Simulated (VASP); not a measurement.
Set up this calculation in VASP 6.6.1, as the native input.

```
Task                   : single point
Functional             : r2SCAN
Potentials or basis    : VASP PAW PBE potentials, release 64 (Mo_sv, S)
Cutoff                 : 520 eV
k mesh                 : 18 × 18 × 8
Occupations            : gaussian, width 0.15 eV
Spin                   : no spin polarisation
Dipole correction      : no
Further INCAR settings : ALGO = Normal; EDIFF = 1e-07; NBANDS = 20
```

The system is MoS2.

```
Mo S
1.0
     3.22624    0.00000    0.00000
    -1.61312    2.79400    0.00000
     0.00000    0.00000    6.27376
Mo S
1 2
Cartesian
  0.0000 0.0000 3.1369
  0.0000 1.8627 1.6397
  1.6131 0.9313 4.7340
```

This cell differs from its parent crystal: all S atoms moved +0.050 Å, as atom 2 along Cartesian [0 0 1].

One way to write it, as run:

POSCAR

```
MoS2
1.0
    3.2262370499      0.0000000000      0.0000000000
   -1.6131185250      2.7940032439      0.0000000000
    0.0000000000      0.0000000000      6.2737631201
Mo S
1 2
Direct
    0.0000000000      0.0000000000      0.5000000000
    0.3333333333      0.6666666667      0.2613658965
    0.6666666667      0.3333333333      0.7545735003
```

INCAR.step1

```
SYSTEM = MoS2
PREC = Accurate
ENCUT = 520
ISMEAR = 0
SIGMA = 0.15
LREAL = .False.
LASPH = .True.
NELM = 80
NBANDS = 20
GGA = PE
ALGO = Normal
EDIFF = 1E-4
LWAVE = .True.
LCHARG = .False.
```

INCAR.step2

```
SYSTEM = MoS2
PREC = Accurate
ENCUT = 520
EDIFF = 1E-7
ISMEAR = 0
SIGMA = 0.15
LREAL = .False.
LASPH = .True.
NELM = 80
ALGO = Normal
ISIF = 2
LWAVE = .False.
LCHARG = .False.
METAGGA = R2SCAN
LMIXTAU = .True.
NBANDS = 20
ISTART = 1
```

KPOINTS

```
Automatic mesh
0
Gamma
  18 18 8
  0 0 0
```

Potentials or basis: VASP PAW PBE potentials, release 64 (Mo_sv, S).

Command:

```sh
$ cat potpaw_PBE.64/Mo_sv/POTCAR potpaw_PBE.64/S/POTCAR > POTCAR
$ cp INCAR.step1 INCAR
$ mpirun -np 1 vasp_std > vasp.out
$ cp INCAR.step2 INCAR
$ mpirun -np 1 vasp_std > vasp.out
```

Results of the run:

```json
{
  "Pressure": "0.2 GPa",
  "Largest force": "1.129 eV/Å",
  "Band gap on the k mesh": "zero (band 13 reaches 7.62 eV, above the bottom of band 14 at 6.45 eV)"
}
```

Caveat: the cell differs from its parent crystal (all S atoms moved +0.050 Å, as atom 2 along Cartesian [0 0 1]); the PAW data sets were made with another functional, which shifts forces and pressure a little.

It took 25 min on 1 thread of Oxide Virtual Turin-like Processor (shared host), peak memory 0.35 GiB.
